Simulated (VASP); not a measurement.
Wanted: the native input for a VASP 6.6.1 run.

```
Task                   : single point
Functional             : PBE
Potentials or basis    : VASP PAW PBE potentials, release 64 (Cs_sv, Ga_d, Cl)
Cutoff                 : 520 eV
k mesh                 : 6 × 6 × 4
Occupations            : gaussian, width 0.02 eV
Spin                   : no spin polarisation
Dipole correction      : no
Further INCAR settings : ALGO = Normal; EDIFF = 1e-07; NBANDS = 26
```

The structure of CsGaCl2 lies in POSCAR:

```
CsGaCl2
1.0
    4.5533404820      0.0000000000      0.0000000000
   -2.2766702410      3.9433085295      0.0000000000
    0.0000000000      0.0000000000      7.9361072134
Cs Ga Cl
1 1 2
Direct
    0.0000000000      0.0000000000      0.5000000000
    0.0000000000      0.0000000000      0.0000000000
    0.3333333333      0.6666666667      0.7853480503
    0.6666666667      0.3333333333      0.2146519497
```

The input as run:

INCAR

```
SYSTEM = CsGaCl2
PREC = Accurate ; ENCUT = 520
EDIFF = 1E-7 ; ISMEAR = 0
SIGMA = 0.02 ; LREAL = .False.
LASPH = .True. ; NELM = 100
ALGO = Normal ; ISIF = 2
LWAVE = .False. ; LCHARG = .True.
GGA = PE ; LELF = .True.
LVHAR = .True. ; NBANDS = 26
```

KPOINTS

```
Automatic mesh
0
Gamma
  6 6 4
  0 0 0
```

Potentials or basis: VASP PAW PBE potentials, release 64 (Cs_sv, Ga_d, Cl).

Command:

```sh
$ cat potpaw_PBE.64/Cs_sv/POTCAR potpaw_PBE.64/Ga_d/POTCAR potpaw_PBE.64/Cl/POTCAR > POTCAR
$ mpirun -np 1 vasp_std > vasp.out
```

It gave:

| Quantity | Value |
| --- | --- |
| Pressure | 0.0 GPa |
| Band gap on the k mesh | 3.00 eV, indirect (least direct gap 3.27 eV) |

Caveat: spin-orbit coupling is left out, which moves the levels of the heavy elements.

Run time: 43 s on 1 thread of Intel(R) Xeon(R) 6975P-C (Granite Rapids), on a shared host, peak memory 0.31 GiB.
